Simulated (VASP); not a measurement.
**KRu4O: single point with PBE**

KRu4O:

```
K Ru O
1.0
     0.00000    3.54520    3.54520
     3.54520    0.00000    3.54520
     3.54520    3.54520    0.00000
K Ru O
1 4 1
Cartesian
  0.0000 0.0000 0.0000
  4.4250 4.4250 2.6654
  2.6654 4.4250 4.4250
  2.6654 2.6654 2.6654
  4.4250 2.6654 4.4250
  5.3178 5.3178 5.3178
```

The cell was built from a structure type or drawn by symmetry, and may not be a known phase.

```yaml
Program: VASP 6.6.1
Task: single point
Functional: PBE
Potentials_or_basis: VASP PAW PBE potentials, release 64 (K_sv, Ru_pv, O)
Cutoff: 520 eV
k_mesh: 4 × 4 × 4
Occupations: gaussian, width 0.1 eV
Spin: collinear spin, antiferromagnetic start
Starting_moments: "[0.0, 1.0, 1.0, -1.0, -1.0, 0.0] μB"
```

```json
{
 "Pressure": "19.9 GPa",
 "Largest force": "0.013 eV/Å",
 "Net moment": "0.00 μB per cell",
 "Valence electrons inside the program's atomic spheres": "K 7.77; Ru 12.74; O 4.70"
}
```

Forces in eV/Å, atoms in the order of the input:
```
K    0.000  0.000  0.000
Ru   0.008  0.008 -0.008
Ru  -0.008  0.008  0.008
Ru  -0.008 -0.008 -0.008
Ru   0.008 -0.008  0.008
O    0.000  0.000  0.000
```

Levels at points of the mesh, in eV from the Fermi level:
Spin up:
```
           k point  band 33  band 34  band 35  band 36  band 37  band 38  band 39  band 40
(0.00, 0.00, 0.00)     0.13     0.14     0.14     0.14     0.31     0.31     3.07     3.07
(0.50, 0.00, 0.00)    -0.82    -0.60    -0.60     0.03     0.12     0.12     0.24     0.50
(0.50, 0.50, 0.00)    -1.53    -1.53    -0.53    -0.06    -0.06     0.20     0.33     0.45
(0.50, 0.00, 0.50)    -1.53    -1.53    -0.53    -0.06    -0.06     0.20     0.33     0.45
```
Spin down:
```csv
k point,band 33,band 34,band 35,band 36,band 37,band 38,band 39,band 40
"(0.00, 0.00, 0.00)",0.13,0.14,0.14,0.14,0.31,0.31,3.07,3.07
"(0.50, 0.00, 0.00)",-0.82,-0.60,-0.60,0.03,0.12,0.12,0.24,0.50
"(0.50, 0.50, 0.00)",-1.53,-1.53,-0.53,-0.06,-0.06,0.20,0.33,0.45
"(0.50, 0.00, 0.50)",-1.53,-1.53,-0.53,-0.06,-0.06,0.20,0.33,0.45
```

It took 2.6 min on 1 thread of Intel(R) Xeon(R) 6975P-C (Granite Rapids), on a shared host, peak memory 0.33 GiB.

Caveat: the k points lie up to 0.38 Å⁻¹ apart.
